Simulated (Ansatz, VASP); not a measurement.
## Ti: VASP beside Ansatz

```
CELL_PARAMETERS angstrom
0.00000 2.08075 2.08075
2.08075 0.00000 2.08075
2.08075 2.08075 0.00000
ATOMIC_POSITIONS crystal
Ti 0.00000 0.00000 0.00000
```

Change from the starting cell: strain +0.025 along x and y, +0.025 along z, atoms carried along.

Alike in both runs: task single point; functional PBEsol; k mesh 20 × 20 × 20; occupations gaussian, width 0.15 eV; no spin polarisation.

|  | VASP | Ansatz |
| --- | --- | --- |
| version | VASP 6.6.1 | Ansatz 0.2.0 |
| potentials or method | VASP PAW PBE potentials, release 64 (Ti_sv), cutoff 520 eV | scalar-relativistic, plane waves, PAW |
| valence electrons in the cell | 12 | 12 |

Ansatz gave:

| Item | Value |
| --- | --- |
| gap on the k mesh at the Fermi level (eV) | none |
| pressure (GPa) | -7.7 |

Question: Estimate VASP's values.

Answer: gap on the k mesh at the Fermi level (eV): none; pressure (GPa): -7.8.

VASP's potentials were made for PBE, not for PBEsol. A gap of «none» marks a metal or a gap that the smearing closes. With one functional, cell and mesh, what is left measures potentials, basis and numerics.
